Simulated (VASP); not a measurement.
Input of a VASP 6.6.1 run:

The input INCAR:

```
  ALGO = Normal
  EDIFF = 1E-6
  ENCUT = 520
  GGA = PE
  ISIF = 2
  ISMEAR = 0
  LASPH = T
  LCHARG = F
  LREAL = F
  LWAVE = F
  NBANDS = 40
  NELM = 100
  PREC = Accurate
  SIGMA = 0.1
```

Contents of KPOINTS:

```
k-points
0
Gamma
  9 9 6
```

File POSCAR:

```
Tl2Sn2H5
1.0
    5.3678804224      0.0000000000      0.0000000000
   -2.6839402112      4.6487208103      0.0000000000
    0.0000000000      0.0000000000      6.1821948143
Tl Sn H
2 2 5
Direct
    0.3333333333      0.6666666667      0.5000000000
    0.6666666667      0.3333333333      0.5000000000
    0.0000000000      0.0000000000      0.0000000000
    0.0000000000      0.0000000000      0.5000000000
    0.5000000000      0.0000000000      0.0000000000
    0.0000000000      0.5000000000      0.0000000000
    0.5000000000      0.5000000000      0.0000000000
    0.3333333333      0.6666666667      0.0000000000
    0.6666666667      0.3333333333      0.0000000000
```

Potentials or basis: VASP PAW PBE potentials, release 64 (Tl_d, Sn_d, H).

Run with:

```bash
$ cat potpaw_PBE.64/Tl_d/POTCAR potpaw_PBE.64/Sn_d/POTCAR potpaw_PBE.64/H/POTCAR > POTCAR
$ mpirun -np 1 vasp_std > vasp.out
```

Q: Predict the pressure.

A: -0.1 GPa.
